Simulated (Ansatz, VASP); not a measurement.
**CdTe: VASP beside Ansatz**

```
Cd Te
1.0
     0.00000    3.25491    3.25491
     3.25491    0.00000    3.25491
     3.25491    3.25491    0.00000
Cd Te
1 1
Direct
  0.00000 0.00000 0.00000
  0.25000 0.25000 0.25000
```

Alike in both runs: task single point; functional PBE; k mesh 10 × 10 × 10; occupations gaussian, width 0.02 eV; no spin polarisation.

|  | VASP | Ansatz |
| --- | --- | --- |
| version | VASP 6.6.1 | Ansatz 0.2.0 |
| potentials or method | VASP PAW PBE potentials, release 64 (Cd, Te), cutoff 520 eV | scalar-relativistic, plane waves, PAW |
| valence electrons in the cell | 18 | 36 |

|  | VASP | Ansatz | Ansatz less VASP |
| --- | --- | --- | --- |
| gap on the k mesh at the Fermi level (eV) | 0.73 | 0.73 | +0.001 |
| least direct gap on the mesh (eV) | 0.73 | 0.73 | +0.001 |
| pressure (GPa) | 2.1 | 2.0 | -0.13 |

VASP's potentials hold 18 valence electrons a cell and Ansatz's 36, so a difference there can come from the potentials and not from the codes.

Neither program's run includes spin-orbit coupling.
